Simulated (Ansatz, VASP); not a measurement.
# One calculation of CdS, two programs

```
Cd S
1.0
     4.13480    0.00000    0.00000
    -2.06740    3.58084    0.00000
     0.00000    0.00000    6.74900
Cd S
2 2
Direct
  0.33333 0.66667 0.00000
  0.66667 0.33333 0.50000
  0.33333 0.66667 0.38500
  0.66667 0.33333 0.88500
```

Alike in both runs: task single point; functional PBE; k mesh 6 × 6 × 4; occupations gaussian, width 0.1 eV; no spin polarisation.

|  | VASP | Ansatz |
| --- | --- | --- |
| version | VASP 6.6.1 | Ansatz 0.2.0 |
| potentials or method | VASP PAW PBE potentials, release 64 (Cd, S), cutoff 520 eV | scalar-relativistic, plane waves, PAW |
| valence electrons in the cell | 36 | 52 |

```tsv
	VASP	Ansatz	Ansatz less VASP
gap on the k mesh at the Fermi level (eV)	1.23	1.23	-0.003
least direct gap on the mesh (eV)	1.23	1.23	-0.003
pressure (GPa)	2.9	2.5	-0.35
traceless stress, the component that is largest in VASP (GPa)	-1.56	-1.50	+0.055
rms of the force components (eV/Å)	0.156	0.151	-0.0048
```

Atom by atom the forces differ by 0.005 eV/Å (rms over components). VASP's potentials hold 36 valence electrons a cell and Ansatz's 52, so a difference there can come from the potentials and not from the codes.
